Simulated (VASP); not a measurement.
# TaTc (Pm-3m) in VASP: further runs, part 2 of 2

VASP 6.6.1.

### 3 Single point, LDA

This run uses another cell than the first one, of 17.23 Å³/atom, 1.025 times its volume.

INCAR reads:

```
ALGO = Normal
EDIFF = 1E-6
ENCUT = 500
GGA = CA
GGA_COMPAT = False
ISIF = 2
ISMEAR = 1
LASPH = True
LCHARG = False
LREAL = False
LWAVE = False
NBANDS = 19
NELM = 120
PREC = Accurate
SIGMA = 0.1
```

KPOINTS reads:

```
k-points
0
Gamma
  7 7 7
```

POSCAR reads:

```
TaTc
1.0
    3.2544262217      0.0000000000      0.0000000000
    0.0000000000      3.2544262217      0.0000000000
    0.0000000000      0.0000000000      3.2544262217
Ta Tc
1 1
Direct
    0.0000000000      0.0000000000      0.0000000000
    0.5000000000      0.5000000000      0.5000000000
```

Potentials or basis: VASP PAW LDA potentials, release 64 (Ta_pv, Tc_pv).

The run is started by

```sh
$ cat potpaw_LDA.64/Ta_pv/POTCAR potpaw_LDA.64/Tc_pv/POTCAR > POTCAR
$ mpirun -np 1 vasp_std > vasp.out
```

OUTCAR:

```text
EDIFF = 1E-6
   ENCUT = 500
   GGA = CA
   ISIF = 2
   ISMEAR = 1
   LASPH = True
   LREAL = False
   NELM = 120
   PREC = Accurate

 ion  position               nearest neighbor table
   1  0.000  0.000  0.000-   2 2.82   2 2.82   2 2.82   2 2.82   2 2.82   2 2.82   2 2.82   2 2.82

   2  0.500  0.500  0.500-   1 2.82   1 2.82   1 2.82   1 2.82   1 2.82   1 2.82   1 2.82   1 2.82

  LATTYP: Found a simple cubic cell.
 ALAT       =     3.2544262217

  Lattice vectors:

 A1 = (   3.2544262217,   0.0000000000,   0.0000000000)
 A2 = (   0.0000000000,   3.2544262217,   0.0000000000)
 A3 = (   0.0000000000,   0.0000000000,   3.2544262217)

Analysis of symmetry for initial positions (statically):
=====================================================================
 Subroutine PRICEL returns:
 Original cell was already a primitive cell.

 Routine SETGRP: Setting up the symmetry group for a
 simple cubic supercell.

 Subroutine GETGRP returns: Found 48 space group operations
 (whereof 48 operations were pure point group operations)
 out of a pool of 48 trial point group operations.

The static configuration has the point symmetry O_h .

Analysis of symmetry for dynamics (positions and initial velocities):
=====================================================================
 Subroutine PRICEL returns:
 Original cell was already a primitive cell.

 Routine SETGRP: Setting up the symmetry group for a
 simple cubic supercell.

 Subroutine GETGRP returns: Found 48 space group operations
 (whereof 48 operations were pure point group operations)
 out of a pool of 48 trial point group operations.

The dynamic configuration has the point symmetry O_h .

 Subroutine INISYM returns: Found 48 space group operations
 (whereof 48 operations are pure point group operations),
 and found     1 'primitive' translations

[... 106 lines left out ...]
   IALGO  =     38    algorithm
   IMIX   =      4    mixing-type and parameters
     AMIX     =   0.40;   BMIX     =  1.00
     AMIX_MAG =   1.60;   BMIX_MAG =  1.00
  volume/ion in A,a.u.               =      17.23       116.30
  Fermi-wavevector in a.u.,A,eV,Ry     =   1.451011  2.742014 28.646168  2.105434
  Thomas-Fermi vector in A             =   2.568558
   LORBIT       =      0    0 simple, 1 ext, 2 COOP (PROOUT), +10 PAW based schemes
   GGA     = CA    functional components
   LHFCALC =     F    Hartree Fock is set to
   AEXX    =    0.0000 exact exchange contribution
   IVDW    =     0    specifies the selected vdW correction
   LEPSILON=     F    determine dielectric tensor
   LRPA    =     F    only Hartree local field effects (RPA)
 non-spin polarized calculation
 Methfessel and Paxton  Order N= 1 SIGMA  =   0.10
  energy-cutoff  :      500.00
  volume of cell :       34.47
 maximum number of plane-waves:       895
 NGX is ok and might be reduce to    24
   NGX = 11   NGY = 11   NGZ = 11

 number of electron      24.0000003 magnetization

 Free energy of the ion-electron system (eV)
  ---------------------------------------------------
  ext. energy  EPLUGINS =         0.00000000
  ---------------------------------------------------
  free energy    TOTEN  =       -25.14264120 eV

  energy without entropy =      -25.14022195  energy(sigma->0) =      -25.14183478

 E-fermi :   8.2173     XC(G=0): -13.0103

 val. band max:        8.2004837881   @ k =   0.4286   0.0000   0.0000
 cond. band min:       8.2278098232   @ k =   0.4286   0.1429   0.0000
 fundamental gap:      0.0273260351
 Fermi energy:         8.2173208482

 k-point     1 :       0.0000    0.0000    0.0000
  band No.  band energies     occupation
      1     -30.3051      2.00000
      2     -30.3051      2.00000
      3     -30.3051      2.00000
      4     -26.1462      2.00000
      5     -26.1462      2.00000
      6     -26.1462      2.00000
[... 417 lines left out ...]
      6     -26.3528      2.00000
[... 11 lines left out ...]
     18      16.4744      0.00000
     19      17.6260      0.00000

------------------------ aborting loop because EDIFF is reached ----------------------------------------

  FORCE on cell =-STRESS in cart. coord.  units (eV):
  Direction    XX          YY          ZZ          XY          YZ          ZX
  --------------------------------------------------------------------------------------
  -------------------------------------------------------------------------------------
  Total       -5.4407780     -5.4407780     -5.4407780     -0.0000000     -0.0000000     -0.0000000
  in kB     -252.8996882   -252.8996882   -252.8996882     -0.0000000     -0.0000000     -0.0000000
  external PRESSURE =    -252.8996882 kB  Pullay stress =       0.0000000 kB

 VOLUME and BASIS-vectors are now :
 -----------------------------------------------------------------------------
  energy-cutoff  :      500.00
  volume of cell :       34.47
      direct lattice vectors                 reciprocal lattice vectors
     3.254426222  0.000000000  0.000000000     0.307273827  0.000000000  0.000000000
     0.000000000  3.254426222  0.000000000     0.000000000  0.307273827  0.000000000
     0.000000000  0.000000000  3.254426222     0.000000000  0.000000000  0.307273827

 POSITION                                       TOTAL-FORCE (eV/Angst)
 -----------------------------------------------------------------------------------
      0.00000      0.00000      0.00000         0.000000      0.000000      0.000000
      1.62721      1.62721      1.62721         0.000000      0.000000      0.000000
 -----------------------------------------------------------------------------------
    total drift:                                0.000000      0.000000     -0.000000

  FREE ENERGIE OF THE ION-ELECTRON SYSTEM (eV)
  ---------------------------------------------------
  free  energy   TOTEN  =       -25.1426412040 eV

  energy  without entropy=      -25.1402219451  energy(sigma->0) =      -25.14183478
```

Run time: 17 s. Hardware: 1 thread of Intel Xeon 8259CL, shared host; peak memory 0.13 GiB.

What came out:

```
Free energy            : -25.1426 eV
Pressure               : -25.3 GPa
Band gap on the k mesh : zero (band 12 reaches 8.60 eV, above the bottom of band 13 at 8.20 eV)
```

Levels at points of the mesh, in eV from the Fermi level:
| k point | band 8 | band 9 | band 10 | band 11 | band 12 | band 13 | band 14 | band 15 | band 16 | band 17 |
| --- | --- | --- | --- | --- | --- | --- | --- | --- | --- | --- |
| (0.00, 0.00, 0.00) | -4.73 | -4.73 | -1.12 | -1.12 | -1.12 | 1.88 | 1.88 | 4.55 | 4.55 | 4.55 |

Caveat: spin-orbit coupling is left out, which moves the levels of the heavy elements.
